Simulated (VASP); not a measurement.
Wanted: the native input for a VASP 6.6.1 run.

* Task: relaxation of cell and atoms
* Functional: PBEsol
* Potentials or basis: VASP PAW PBE potentials, release 64 (Li_sv, Cl)
* Cutoff: 600 eV
* k mesh: 8 × 8 × 8
* Occupations: gaussian, width 0.02 eV
* Spin: no spin polarisation
* Dipole correction: no
* Further INCAR settings: ALGO = Normal; EDIFF = 1e-06; IBRION = 2; EDIFFG = -0.005; NSW = 100; ISIF = 3

The structure of LiCl lies in POSCAR:

```
LiCl
1.0
    0.0000000000     -2.5647600000     -2.5647600000
    2.5647600000      0.0000000000     -2.5647600000
    2.5647600000     -2.5647600000      0.0000000000
Li Cl
1 1
Direct
    0.0000000000      0.0000000000      0.0000000000
    0.5000000000      0.5000000000      0.5000000000
```

One way to write it, as run:

INCAR

```
SYSTEM = LiCl
ALGO     = Normal         ! electronic algorithm
EDIFF    = 1E-6           ! SCF threshold, eV
EDIFFG   = -0.005         ! ionic threshold
ENCUT    = 600            ! plane-wave cutoff, eV
GGA      = PS             ! functional
IBRION   = 2              ! ionic algorithm
ISIF     = 3              ! what is computed and relaxed
ISMEAR   = 0              ! smearing method
LASPH    = .True.         ! aspherical terms in the spheres
LCHARG   = .False.        ! write CHGCAR
LREAL    = .False.        ! projectors in reciprocal space
LWAVE    = .False.        ! write WAVECAR
NELM     = 60             ! most SCF steps
NSW      = 100            ! ionic steps
PREC     = Accurate       ! precision mode
SIGMA    = 0.02           ! smearing width, eV
```

KPOINTS

```
k-points
0
Gamma
  8 8 8
  0 0 0
```

Potentials or basis: VASP PAW PBE potentials, release 64 (Li_sv, Cl).

The run is started by

```bash
$ cat potpaw_PBE.64/Li_sv/POTCAR potpaw_PBE.64/Cl/POTCAR > POTCAR
$ mpirun -np 1 vasp_std > vasp.out
```

It gave:

```
Relaxed volume                        : 16.20 Å³/atom
Relaxed cell                          : a = 3.579 Å, b = 3.579 Å, c = 3.579 Å, α = 60.00°, β = 60.00°, γ = 60.00°
Space group after relaxing (to 0.1 Å) : Fm-3m (No. 225)
Energy gained by relaxing             : 2.8 meV/atom
Ionic steps                           : 4
Pressure after relaxing               : 0.0 GPa
Band gap on the k mesh                : 6.37 eV
```

Caveat: the cutoff is under 1.25 times the usual one of these potentials, so pressure, stress and relaxed cells hold a basis-set (Pulay) error; the PAW data sets were made with another functional, which shifts forces and pressure a little.

Run time: 40 s on 1 thread of AMD EPYC 7R43 64-Core Processor (Zen 3), on a shared host, peak memory 0.12 GiB.
